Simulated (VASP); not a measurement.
**Ti: single point with r2SCAN**

The system is Ti.

```
Ti
1.0
     0.00000    1.93865    2.03000
     2.12135    0.00000    2.03000
     2.12135    1.93865    0.00000
Ti
1
Direct
  0.00000 0.00000 0.00000
```

This cell differs from its parent crystal: strain +0.0450 x Voigt [1, -1, 0, 0, 0, 0].

```json
{"Program": "VASP 6.6.1", "Task": "single point", "Functional": "r2SCAN", "Potentials or basis": "VASP PAW PBE potentials, release 64 (Ti_sv)", "Cutoff": "520 eV", "k mesh": "20 × 20 × 20", "Occupations": "gaussian, width 0.15 eV", "Spin": "no spin polarisation", "Dipole correction": "no", "Further INCAR settings": "ALGO = Normal; EDIFF = 1e-07; NBANDS = 12"}
```

| Property | Result |
| --- | --- |
| Pressure | 5.0 GPa |
| Band gap on the k mesh | zero (bands 6 and 7 overlap by 1.56 eV) |

Stress tensor (GPa, compression positive):
```
3.66 0.00 0.00
0.00 6.41 0.00
0.00 0.00 4.92
```

Levels at points of the mesh, in eV from the Fermi level:
| k point | band 4 | band 5 | band 6 | band 7 | band 8 | band 9 |
| --- | --- | --- | --- | --- | --- | --- |
| (0.00, 0.00, 0.00) | -33.71 | -6.54 | 0.70 | 1.09 | 1.42 | 2.53 |
| (0.50, 0.00, 0.00) | -33.77 | -2.78 | 0.59 | 0.61 | 1.34 | 3.86 |
| (0.50, 0.50, 0.00) | -33.92 | -2.79 | -1.80 | 3.01 | 3.97 | 4.00 |
| (0.50, 0.00, 0.50) | -34.00 | -2.78 | -2.01 | 4.01 | 4.06 | 4.12 |
| (0.00, 0.50, 0.50) | -33.91 | -2.79 | -1.72 | 2.14 | 4.09 | 4.13 |

Run time: 6 min on 1 thread of Intel(R) Xeon(R) 6975P-C (Granite Rapids) (shared host), peak memory 0.34 GiB.

Caveat: the cell differs from its parent crystal (strain +0.0450 x Voigt [1, -1, 0, 0, 0, 0]); the cell stands under pressure; the PAW data sets were made with another functional, which shifts forces and pressure a little.
